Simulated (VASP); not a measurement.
Wanted: the native input for a VASP 6.6.1 run.

- Task: relaxation of the atoms
- Functional: r2SCAN
- Potentials or basis: VASP PAW PBE potentials, release 64 (Sr_sv, O)
- Cutoff: 520 eV
- k mesh: 10 × 10 × 10
- Occupations: fermi-dirac, width 0.02 eV
- Spin: no spin polarisation
- Dipole correction: no
- Further INCAR settings: ALGO = Normal; EDIFF = 1e-06; IBRION = 2; EDIFFG = -0.01; NSW = 50

Crystal: SrO.

```xyz
2
Lattice="0.0000 2.5632 2.5632 2.5632 0.0000 2.5632 2.5632 2.5632 0.0000" Properties=species:S:1:pos:R:3 pbc="T T T"
Sr    2.5632    2.5632    2.5632
O     0.0000    0.0000    0.0000
```

The input as run:

POSCAR

```
SrO
1.0
    0.0000000000      2.5632154700      2.5632154700
    2.5632154700      0.0000000000      2.5632154700
    2.5632154700      2.5632154700      0.0000000000
Sr O
1 1
Direct
    0.5000000000      0.5000000000      0.5000000000
    0.0000000000      0.0000000000      0.0000000000
```

INCAR.step1

```
ALGO = Normal
EDIFF = 1E-4
ENCUT = 520
GGA = PE
ISMEAR = -1
LASPH = True
LCHARG = False
LREAL = False
LWAVE = True
NELM = 80
PREC = Accurate
SIGMA = 0.02
```

INCAR.step2

```
ALGO = Normal
EDIFF = 1E-6
EDIFFG = -0.01
ENCUT = 520
IBRION = 2
ISIF = 2
ISMEAR = -1
ISTART = 1
LASPH = True
LCHARG = False
LMIXTAU = True
LREAL = False
LWAVE = False
METAGGA = R2SCAN
NELM = 80
NSW = 50
PREC = Accurate
SIGMA = 0.02
```

KPOINTS

```
k-points
0
Gamma
  10 10 10
```

Potentials or basis: VASP PAW PBE potentials, release 64 (Sr_sv, O).

Command:

```sh
$ cat potpaw_PBE.64/Sr_sv/POTCAR potpaw_PBE.64/O/POTCAR > POTCAR
$ cp INCAR.step1 INCAR
$ mpirun -np 1 vasp_std > vasp.out
$ cp INCAR.step2 INCAR
$ mpirun -np 1 vasp_std > vasp.out
```

It gave:

```json
{
 "Pressure after relaxing": "2.5 GPa",
 "Band gap on the k mesh": "3.74 eV (least direct gap 3.82 eV)"
}
```

Caveat: the relaxation stopped at its first step, so nothing moved; the PAW data sets were made with another functional, which shifts forces and pressure a little.

Run time: 100 s on 1 thread of Oxide Virtual Turin-like Processor, with other jobs on the host, peak memory 0.14 GiB.
